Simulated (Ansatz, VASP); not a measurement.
## Ag: VASP beside Ansatz

```
Ag
1.0
     6.59271    0.00000    0.00000
     0.00000    6.59271    0.00000
     0.00000    0.00000    2.73378
Ag
4
Direct
  0.20440 0.50000 0.00000
  0.79560 0.50000 0.00000
  0.50000 0.20440 0.00000
  0.50000 0.79560 0.00000
```

Alike in both runs: functional PBE; k mesh 4 × 4 × 6; occupations gaussian, width 0.1 eV; no spin polarisation.

Ansatz relaxed the structure, and its values are those at the end. VASP's run is a single point on that final structure, the one shown.

|  | VASP | Ansatz |
| --- | --- | --- |
| version | VASP 6.6.1 | Ansatz 0.2.0 |
| potentials or method | VASP PAW PBE potentials, release 64 (Ag), cutoff 520 eV | scalar-relativistic, plane waves, PAW |
| valence electrons in the cell | 44 | 76 |

|  | VASP | Ansatz | Ansatz less VASP |
| --- | --- | --- | --- |
| gap on the k mesh at the Fermi level (eV) | none | none | - |
| pressure (GPa) | -0.1 | -0.1 | +0.07 |
| rms of the force components (eV/Å) | 0.012 | 0.012 | -0.0003 |

A gap of «none» marks a metal or a gap that the smearing closes. VASP's potentials hold 44 valence electrons a cell and Ansatz's 76, so a difference there can come from the potentials and not from the codes.

The k mesh is coarse, so the values compare programs but aren't converged.
